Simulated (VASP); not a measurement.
Set up this calculation in VASP 6.6.1, as the native input.

```
Task                   : relaxation of cell and atoms
Functional             : RPBE
Potentials or basis    : VASP PAW PBE potentials, release 64 (Hf_pv)
Cutoff                 : 500 eV
k mesh                 : 13 × 13 × 7
Occupations            : fermi-dirac, width 0.15 eV
Spin                   : no spin polarisation
Dipole correction      : no
Further INCAR settings : ALGO = Normal; EDIFF = 1e-07; IBRION = 2; EDIFFG = -0.005; NSW = 100; ISIF = 3
```

The structure of Hf lies in POSCAR:

```
Hf
1.0
    3.1967000000      0.0000000000      0.0000000000
   -1.5983500000      2.7684234100      0.0000000000
    0.0000000000      0.0000000000      5.0578000000
Hf
2
Direct
    0.3333333339      0.6666666679      0.2500000000
    0.6666666661      0.3333333321      0.7500000000
```

One way to write it, as run:

INCAR

```
PREC = Accurate
ENCUT = 500
EDIFF = 1E-7
ISMEAR = -1
SIGMA = 0.15
LREAL = False
LASPH = True
NELM = 120
ALGO = Normal
ISIF = 3
LWAVE = False
LCHARG = False
GGA = RP
IBRION = 2
NSW = 100
EDIFFG = -0.005
GGA_COMPAT = False
NELMIN = 4
```

KPOINTS

```
regular mesh
0
Gamma
  13 13 7
```

Potentials or basis: VASP PAW PBE potentials, release 64 (Hf_pv).

Launch:

```console
$ cat potpaw_PBE.64/Hf_pv/POTCAR > POTCAR
$ mpirun -np 1 vasp_std > vasp.out
```

It gave:

```json
{
  "Relaxed volume": "23.08 Å³/atom",
  "Relaxed cell": "a = 3.228 Å, b = 3.228 Å, c = 5.115 Å, α = 90.00°, β = 90.00°, γ = 120.00°",
  "Space group after relaxing (to 0.1 Å)": "P6_3/mmc (No. 194)",
  "Energy gained by relaxing": "7.0 meV/atom",
  "Ionic steps": "7",
  "Pressure after relaxing": "0.0 GPa",
  "Band gap on the k mesh": "zero (bands 10 and 11 overlap by 1.61 eV)"
}
```

Caveat: the PAW data sets were made with another functional, which shifts forces and pressure a little; spin-orbit coupling is left out, which moves the levels of the heavy elements.

Run time: 75 s on 1 thread of Intel(R) Xeon(R) 6975P-C (Granite Rapids), on a shared host, peak memory 0.19 GiB.
